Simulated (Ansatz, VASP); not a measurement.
Ta in VASP and in Ansatz

POSCAR

```
Ta
1.0
   -1.6401972500      1.6401972500      1.6401972500
    1.6401972500     -1.6401972500      1.6401972500
    1.6401972500      1.6401972500     -1.6401972500
Ta
1
Direct
    0.0000000000      0.0000000000      0.0000000000
```

INCAR.step1

```
SYSTEM = Ta
  ALGO = Normal
  EDIFF = 1E-5
  ENCUT = 520
  GGA = PE
  ISIF = 2
  ISMEAR = -1
  LASPH = .TRUE.
  LCHARG = .FALSE.
  LREAL = .FALSE.
  LWAVE = .TRUE.
  NBANDS = 12
  NELM = 100
  PREC = Accurate
  SIGMA = 0.05
```

The input INCAR.step2:

```
SYSTEM = Ta
  AEXX = 0.25
  ALGO = Normal
  EDIFF = 1E-7
  ENCUT = 520
  GGA = PE
  ISIF = 2
  ISMEAR = -1
  ISTART = 1
  LASPH = .TRUE.
  LCHARG = .FALSE.
  LHFCALC = .TRUE.
  LREAL = .FALSE.
  LWAVE = .FALSE.
  NBANDS = 12
  NELM = 100
  PREC = Accurate
  PRECFOCK = Normal
  SIGMA = 0.05
```

The input KPOINTS:

```
k-points
0
G
  6 6 6
  0 0 0
```

Contents of input:

```
crystal:
  lattice:
    - [-1.64019725, 1.64019725, 1.64019725]
    - [1.64019725, -1.64019725, 1.64019725]
    - [1.64019725, 1.64019725, -1.64019725]
  atoms:
    - { symbol: Ta, position: [0.0, 0.0, 0.0] }
hamiltonian:
  xc: pbe0
  pseudopotentials: { kind: paw }
kpoints:
  mp_grid: { grid: [6, 6, 6] }
scf:
  occupations: { method: fermi_dirac, width: 0.05 }
output:
  forces: true
  stress: true
  eigenvalues: true
```

Alike in both runs: task single point; functional PBE0; k mesh 6 × 6 × 6; occupations fermi-dirac, width 0.05 eV; no spin polarisation.

```csv
,VASP,Ansatz
version,VASP 6.6.1,Ansatz 0.2.0
potentials or method,"VASP PAW PBE potentials, release 64 (Ta_pv)",Ansatz PAW
plane-wave cutoff (eV),520,420
valence electrons in the cell,11,13
```

VASP gave:

```
gap on the k mesh at the Fermi level (eV) : none
pressure (GPa)                            : 8.5
```

Problem. Which values does Ansatz return?

Solution. gap on the k mesh at the Fermi level (eV): none; pressure (GPa): 9.9.

A gap of «none» marks a metal or a gap that the smearing closes. VASP's potentials hold 11 valence electrons a cell and Ansatz's 13, so a difference there can come from the potentials and not from the codes.

The k mesh is coarse, so the values compare programs but aren't converged. Neither program's run includes spin-orbit coupling.
